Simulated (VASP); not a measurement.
# SiO2 (Fddd) in VASP: further runs, part 2 of 2

VASP 6.6.1. The steps go on from the part before.

**3. Electric field gradients, PBE**

File INCAR:

```
SYSTEM = SiO2
PREC     = Accurate       ! precision mode
ENCUT    = 520            ! plane-wave cutoff, eV
EDIFF    = 1E-8           ! SCF threshold, eV
ISMEAR   = -1             ! smearing method
SIGMA    = 0.02           ! smearing width, eV
LREAL    = .FALSE.        ! projectors in reciprocal space
LASPH    = .TRUE.         ! aspherical terms in the spheres
NELM     = 60             ! most SCF steps
ALGO     = Normal         ! electronic algorithm
ISIF     = 2              ! what is computed and relaxed
LWAVE    = .FALSE.        ! write WAVECAR
LCHARG   = .FALSE.        ! write CHGCAR
GGA      = PE             ! functional
LEFG     = .TRUE.       
NELECT   = 63.0         
NBANDS   = 44             ! bands
```

File KPOINTS:

```
regular mesh
0
G
  5 5 5
  0 0 0
```

File POSCAR:

```
SiO2
1.0
    0.0000000000      4.7162571100      7.3627753715
    2.3595806657      0.0000000000      7.3627753715
    2.3595806657      4.7162571100      0.0000000000
Si O
4 8
Direct
    0.5632310800      0.5632310800      0.9367689200
    0.3132310800      0.3132310800      0.6867689200
    0.6867689200      0.6867689200      0.3132310800
    0.9367689200      0.9367689200      0.5632310800
    0.6250000000      0.1250000000      0.6250000000
    0.6250000000      0.6250000000      0.1250000000
    0.6250000000      0.6250000000      0.6250000000
    0.1250000000      0.6250000000      0.6250000000
    0.1865604000      0.8134396000      0.1865604000
    0.8134396000      0.1865604000      0.8134396000
    0.4365604000      0.0634396000      0.4365604000
    0.0634396000      0.4365604000      0.0634396000
```

Potentials or basis: VASP PAW PBE potentials, release 64 (Si, O).

Started as:

```sh
> cat potpaw_PBE.64/Si/POTCAR potpaw_PBE.64/O/POTCAR > POTCAR
> mpirun -np 1 vasp_std > vasp.out
```

OUTCAR:

```text
SYSTEM = SiO2
   PREC = Accurate
   ENCUT = 520
   EDIFF = 1E-8
   ISMEAR = -1
   LREAL = .FALSE.
   LASPH = .TRUE.
   NELM = 60
   ISIF = 2
   GGA = PE
   NELECT = 63.0

 ion  position               nearest neighbor table
   1  0.563  0.563  0.937-   6 1.60   7 1.60   9 1.62  10 1.62   4 3.01   4 3.01
   2  0.313  0.313  0.687-   5 1.60   8 1.60  11 1.62  12 1.62   3 3.01   3 3.01
   3  0.687  0.687  0.313-   6 1.60   7 1.60  11 1.62  12 1.62   2 3.01   2 3.01
   4  0.937  0.937  0.563-   5 1.60   8 1.60   9 1.62  10 1.62   1 3.01   1 3.01
   5  0.625  0.125  0.625-   2 1.60   4 1.60
   6  0.625  0.625  0.125-   1 1.60   3 1.60
   7  0.625  0.625  0.625-   1 1.60   3 1.60
   8  0.125  0.625  0.625-   2 1.60   4 1.60
   9  0.187  0.813  0.187-   4 1.62   1 1.62
  10  0.813  0.187  0.813-   4 1.62   1 1.62
  11  0.437  0.063  0.437-   2 1.62   3 1.62
  12  0.063  0.437  0.063-   2 1.62   3 1.62

  LATTYP: Found a face centered orthorhombic cell.
 ALAT       =     4.7191613314
 B/A-ratio  =     1.9987691790
 C/A-ratio  =     3.1203745134

  Lattice vectors:

 A1 = (   0.0000000000,   4.7162571100,   7.3627753715)
 A2 = (   2.3595806657,   0.0000000000,   7.3627753715)
 A3 = (   2.3595806657,   4.7162571100,   0.0000000000)

Analysis of symmetry for initial positions (statically):
=====================================================================
 Subroutine PRICEL returns:
 Original cell was already a primitive cell.

 Routine SETGRP: Setting up the symmetry group for a
 face centered orthorhombic supercell.

 Subroutine GETGRP returns: Found  8 space group operations
 (whereof  4 operations were pure point group operations)
 out of a pool of  8 trial point group operations.

The static configuration has the point symmetry D_2 .
 The point group associated with its full space group is D_2h.

Analysis of symmetry for dynamics (positions and initial velocities):
=====================================================================
 Subroutine PRICEL returns:
 Original cell was already a primitive cell.

 Routine SETGRP: Setting up the symmetry group for a
 face centered orthorhombic supercell.

 Subroutine GETGRP returns: Found  8 space group operations
 (whereof  4 operations were pure point group operations)
 out of a pool of  8 trial point group operations.

The dynamic configuration has the point symmetry D_2 .
 The point group associated with its full space group is D_2h.

 Subroutine INISYM returns: Found  8 space group operations
 (whereof  4 operations are pure point group operations),
 and found     1 'primitive' translations

----------------------------------------------------------------------------------------

                                     Primitive cell

  volume of cell :     163.8717

  direct lattice vectors                    reciprocal lattice vectors
[... 159 lines left out ...]
 fundamental gap:      0.0079352581
 Fermi energy:        -0.0232513405

 k-point     1 :       0.0000    0.0000    0.0000
  band No.  band energies     occupation
      1     -19.2292      2.00000
      2     -18.3666      2.00000
      3     -18.2611      2.00000
      4     -17.2141      2.00000
      5     -17.1601      2.00000
      6     -17.1596      2.00000
[... 1093 lines left out ...]
     42      11.8287      0.00000
     43      12.1797      0.00000

 [... further k-points ...]

 [bands above 43 left out]

------------------------ aborting loop because EDIFF is reached ----------------------------------------

  FORCE on cell =-STRESS in cart. coord.  units (eV):
  Direction    XX          YY          ZZ          XY          YZ          ZX
  --------------------------------------------------------------------------------------
  -------------------------------------------------------------------------------------
  Total       -0.8101933     -3.2082212     -1.0713518      0.0000000      0.0000000      0.0000000
  in kB       -7.9212807    -31.3668591    -10.4746333      0.0000000      0.0000000      0.0000000
  external PRESSURE =     -16.5875910 kB  Pullay stress =       0.0000000 kB

 VOLUME and BASIS-vectors are now :
 -----------------------------------------------------------------------------
  energy-cutoff  :      520.00
  volume of cell :      163.87
      direct lattice vectors                 reciprocal lattice vectors
     0.000000000  4.716257110  7.362775371    -0.211902058  0.106016273  0.067909175
     2.359580666  0.000000000  7.362775371     0.211902058 -0.106016273  0.067909175
     2.359580666  4.716257110  0.000000000     0.211902058  0.106016273 -0.067909175

 POSITION                                       TOTAL-FORCE (eV/Angst)
 -----------------------------------------------------------------------------------
      3.53937      7.07439      8.29389        -0.000000      0.000000      0.221672
      2.35958      4.71626      4.61250         0.000000      0.000000      0.221672
      2.35958      4.71626     10.11305         0.000000      0.000000     -0.221672
      3.53937      7.07439     13.79444        -0.000000      0.000000     -0.221672
      1.76969      5.89532      5.52208        -0.000000     -0.000000     -0.000000
      1.76969      3.53719      9.20347         0.000000      0.000000     -0.000000
      2.94948      5.89532      9.20347        -0.000000      0.000000     -0.000000
      2.94948      3.53719      5.52208        -0.000000     -0.000000     -0.000000
      2.35958      1.75973      7.36278         0.000000     -0.261554     -0.000000
      2.35958      7.67278      7.36278         0.000000      0.261554     -0.000000
      1.17979      4.11786      3.68139         0.000000     -0.261554     -0.000000
      1.17979      0.59839      3.68139         0.000000      0.261554     -0.000000
 -----------------------------------------------------------------------------------
    total drift:                               -0.000000     -0.000000     -0.000000

  FREE ENERGIE OF THE ION-ELECTRON SYSTEM (eV)
  ---------------------------------------------------
  free  energy   TOTEN  =       -94.8884280361 eV

  energy  without entropy=      -94.8708055409  energy(sigma->0) =      -94.87961679

 Electric field gradients (V/A^2)
---------------------------------------------------------------------
 ion       V_xx      V_yy      V_zz      V_xy      V_xz      V_yz
---------------------------------------------------------------------
   1      -5.608     6.438    -0.830    -3.639     0.000     0.000
   2      -5.608     6.438    -0.830     3.638     0.000     0.000
   3      -5.608     6.438    -0.830    -3.639     0.000     0.000
   4      -5.608     6.438    -0.830     3.638     0.000     0.000
   5     -26.430    23.119     3.311   -41.946   -15.267    51.576
   6     -26.429    23.119     3.310    41.950    15.267    51.576
   7     -26.429    23.119     3.310    41.950   -15.268   -51.579
   8     -26.430    23.119     3.311   -41.946    15.268   -51.579
   9      29.357   -35.639     6.281     0.002   -44.513    -0.001
  10      29.357   -35.639     6.281     0.001    44.512    -0.001
  11      29.357   -35.639     6.281     0.001    44.512    -0.001
  12      29.357   -35.639     6.281     0.002   -44.513    -0.001
---------------------------------------------------------------------

 Electric field gradients after diagonalization (V/A^2)
 (convention: |V_zz| > |V_xx| > |V_yy|)
----------------------------------------------------------------------
 ion       V_xx      V_yy      V_zz     asymmetry (V_yy - V_xx)/ V_zz
----------------------------------------------------------------------
   1      -6.622    -0.830     7.452       0.777
   2      -6.622    -0.830     7.452       0.777
   3      -6.622    -0.830     7.452       0.777
   4      -6.622    -0.830     7.452       0.777
   5     -55.158   -27.128    82.286       0.341
   6     -55.160   -27.127    82.288       0.341
   7     -55.162   -27.129    82.290       0.341
   8     -55.158   -27.130    82.289       0.341
   9     -35.639   -28.164    63.803       0.117
  10     -35.639   -28.164    63.803       0.117
  11     -35.639   -28.164    63.803       0.117
  12     -35.639   -28.164    63.803       0.117
----------------------------------------------------------------------

           NMR quadrupolar parameters

 Cq : quadrupolar parameter    Cq=e*Q*V_zz/h
 eta: asymmetry parameters     (V_yy - V_xx)/ V_zz
 Q  : nuclear electric quadrupole moment in mb (millibarn)
----------------------------------------------------------------------
 ion       Cq(MHz)       eta       Q (mb)
----------------------------------------------------------------------
   1       0.018       0.777       1.000
   2       0.018       0.777       1.000
   3       0.018       0.777       1.000
   4       0.018       0.777       1.000
   5       0.199       0.341       1.000
   6       0.199       0.341       1.000
   7       0.199       0.341       1.000
   8       0.199       0.341       1.000
   9       0.154       0.117       1.000
  10       0.154       0.117       1.000
  11       0.154       0.117       1.000
  12       0.154       0.117       1.000
----------------------------------------------------------------------
```

Wall time 8.5 min (1 thread of Intel Xeon Platinum 8375C at 2.90GHz (Ice Lake), shared host); peak memory 0.48 GiB.

What came out:

```
Free energy                             : -94.8884 eV
Largest force                           : 0.262 eV/Å
Largest electric field gradient by atom : Si +7.5; O +82.3, +63.8 (each value once) V/Å²
```

Forces in eV/Å, atoms in the order of the input:
```
Si   0.000  0.000  0.222
Si   0.000  0.000  0.222
Si   0.000  0.000 -0.222
Si   0.000  0.000 -0.222
O    0.000  0.000  0.000
O    0.000  0.000  0.000
O    0.000  0.000  0.000
O    0.000  0.000  0.000
O    0.000 -0.262  0.000
O    0.000  0.262  0.000
O    0.000 -0.262  0.000
O    0.000  0.262  0.000
```

Electric field gradients, principal values (V/Å²):
```tsv
atom	least	middle	greatest (by size)
1 Si	-0.830	-6.622	7.452
2 Si	-0.830	-6.622	7.452
3 Si	-0.830	-6.622	7.452
4 Si	-0.830	-6.622	7.452
5 O	-27.128	-55.158	82.286
6 O	-27.127	-55.160	82.288
7 O	-27.129	-55.162	82.290
8 O	-27.130	-55.158	82.289
9 O	-28.164	-35.639	63.803
10 O	-28.164	-35.639	63.803
11 O	-28.164	-35.639	63.803
12 O	-28.164	-35.639	63.803
```

Caveat: the cell carries a net charge on a neutralising background, which shifts energy and pressure; the cell is charged against a uniform background, so pressure and absolute levels hang on convention; without QUAD_EFG the Cq values of the log hold for a quadrupole moment of 1 mb, not for the nuclei; an odd number of electrons without spin polarisation forces a metal; a magnetic or distorted state may lie lower.
